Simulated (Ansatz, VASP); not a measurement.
# BaTiO3 in VASP and in Ansatz

Contents of INCAR:

```
PREC = Accurate
ENCUT = 520
EDIFF = 1E-6
ISMEAR = 0
SIGMA = 0.1
LREAL = F
LASPH = T
NELM = 100
ALGO = Normal
ISIF = 2
LWAVE = F
LCHARG = F
GGA = PE
IVDW = 12
NBANDS = 28
```

Contents of KPOINTS:

```
regular mesh
0
Gamma
  4 4 4
```

POSCAR

```
BaTiO3
1.0
    3.9998000000      0.0000000000      0.0000000000
    0.0000000000      3.9998000000      0.0000000000
    0.0000000000      0.0000000000      4.0180000000
Ba Ti O
1 1 3
Direct
    0.0000000000      0.0000000000      0.0000000000
    0.5000000000      0.5000000000      0.4900000000
    0.5000000000      0.5000000000      0.0190000000
    0.5000000000      0.0000000000      0.5170000000
    0.0000000000      0.5000000000      0.5170000000
```

Input for Ansatz:

```yaml
crystal:
  lattice:
    - [3.9998, 0.0, 0.0]
    - [0.0, 3.9998, 0.0]
    - [0.0, 0.0, 4.018]
  atoms:
    - { symbol: Ba, position: [0.0, 0.0, 0.0] }
    - { symbol: Ti, position: [0.5, 0.5, 0.49] }
    - { symbol: O, position: [0.5, 0.5, 0.019] }
    - { symbol: O, position: [0.5, 0.0, 0.517] }
    - { symbol: O, position: [0.0, 0.5, 0.517] }
basis:
  ecutwfc: 420
kpoints:
  mp_grid: { grid: [4, 4, 4] }
hamiltonian:
  xc: pbe
  dispersion: d3bj
scf:
  occupations: { method: gaussian, width: 0.1 }
output:
  forces: true
  stress: true
  eigenvalues: true
```

Alike in both runs: task single point; functional PBE; dispersion D3(BJ); k mesh 4 × 4 × 4; occupations gaussian, width 0.1 eV; no spin polarisation.

```csv
,VASP,Ansatz
version,VASP 6.6.1,Ansatz 0.2.0
potentials or method,"VASP PAW PBE potentials, release 64 (Ba_sv, Ti_sv, O), cutoff 520 eV","scalar-relativistic, plane waves, PAW"
valence electrons in the cell,40,40
```

|  | VASP | Ansatz | Ansatz less VASP |
| --- | --- | --- | --- |
| gap on the k mesh at the Fermi level (eV) | 1.76 | 1.83 | +0.066 |
| least direct gap on the mesh (eV) | 2.05 | 2.08 | +0.027 |
| pressure (GPa) | 0.9 | -0.9 | -1.79 |
| traceless stress, the component that is largest in VASP (GPa) | 0.67 | 0.63 | -0.036 |
| rms of the force components (eV/Å) | 0.102 | 0.111 | +0.0092 |

Atom by atom the forces differ by 0.016 eV/Å (rms over components).

Spin-orbit coupling is off throughout.
